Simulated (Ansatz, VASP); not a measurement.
**Two plane-wave programs on InSb3**

```
In Sb
1.0
     4.73331    0.00000    0.00000
     0.00000    4.73331    0.00000
     0.00000    0.00000    4.73331
In Sb
1 3
Direct
  0.00000 0.00000 0.00000
  0.50000 0.00000 0.50000
  0.00000 0.50000 0.50000
  0.50000 0.50000 0.00000
```

Alike in both runs: functional PBE; dispersion D3(BJ); k mesh 10 × 10 × 10; occupations gaussian, width 0.1 eV; no spin polarisation.

Ansatz relaxed the structure, and its values are those at the end. VASP's run is a single point on that final structure, the one shown.

|  | VASP | Ansatz |
| --- | --- | --- |
| version | VASP 6.6.1 | Ansatz 0.2.0 |
| potentials or method | VASP PAW PBE potentials, release 64 (In_d, Sb), cutoff 520 eV | scalar-relativistic, plane waves, PAW |
| valence electrons in the cell | 28 | 58 |

Ansatz gave:

| Property | Result |
| --- | --- |
| gap on the k mesh at the Fermi level (eV) | none |
| pressure (GPa) | 0.0 |

Task: What did VASP give for the same quantities?

Result: gap on the k mesh at the Fermi level (eV): none; pressure (GPa): -0.1.

A gap of «none» marks a metal or a gap that the smearing closes. VASP's potentials hold 28 valence electrons a cell and Ansatz's 58, so a difference there can come from the potentials and not from the codes.

Neither program's run includes spin-orbit coupling.
